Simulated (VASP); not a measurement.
AlRu (rocksalt type):

```xyz
2
Lattice="0.0000 2.5359 2.5359 2.5359 0.0000 2.5359 2.5359 2.5359 0.0000" Properties=species:S:1:pos:R:3 pbc="T T T"
Ru    0.0000    0.0000    0.0000
Al    2.5359    2.5359    2.5359
```

| Quantity | Value |
| --- | --- |
| Program | VASP 6.6.1 |
| Task | relaxation of cell and atoms |
| Functional | r2SCAN |
| Potentials or basis | VASP PAW PBE potentials, release 64 (Ru_pv, Al) |
| Cutoff | 600 eV |
| k mesh | 13 × 13 × 13 |
| Occupations | fermi-dirac, width 0.05 eV |
| Spin | no spin polarisation |

At the start: pressure -10.5 GPa; volume 16.31 Å³/atom.

Task: How do energy, volume and symmetry change on relaxing?

Result: Over 6 steps the energy falls by 44.2 meV/atom and the volume is 15.05 Å³/atom (-7.7 %); space group Fm-3m (No. 225, to 0.1 Å) before and after.

The path:
| step | energy change (eV) | largest force (eV/Å) | pressure (GPa) | volume (Å³) |
| --- | --- | --- | --- | --- |
| 1 | 0.0000 | 0.0000 | -10.49 | 32.62 |
| 2 | 0.0078 | 0.0000 | 14.47 | 27.83 |
| 3 | -0.0883 | 0.0000 | -0.17 | 30.14 |
| 4 | -0.0883 | 0.0000 | 0.07 | 30.09 |
| 5 | -0.0883 | 0.0000 | -0.08 | 30.12 |
| 6 | -0.0883 | 0.0000 | -0.02 | 30.10 |

Final structure:
```cif
data_structure
_symmetry_space_group_name_H-M 'P 1'
_symmetry_Int_Tables_number 1
_cell_length_a 3.4918
_cell_length_b 3.4918
_cell_length_c 3.4918
_cell_angle_alpha 60.000
_cell_angle_beta 60.000
_cell_angle_gamma 60.000
_cell_volume 30.10
loop_
_atom_site_label
_atom_site_type_symbol
_atom_site_fract_x
_atom_site_fract_y
_atom_site_fract_z
_atom_site_occupancy
Ru1 Ru 0.00000 0.00000 0.00000 1
Al1 Al 0.50000 0.50000 0.50000 1
```

Caveat: the PAW data sets were made with another functional, which shifts forces and pressure a little.
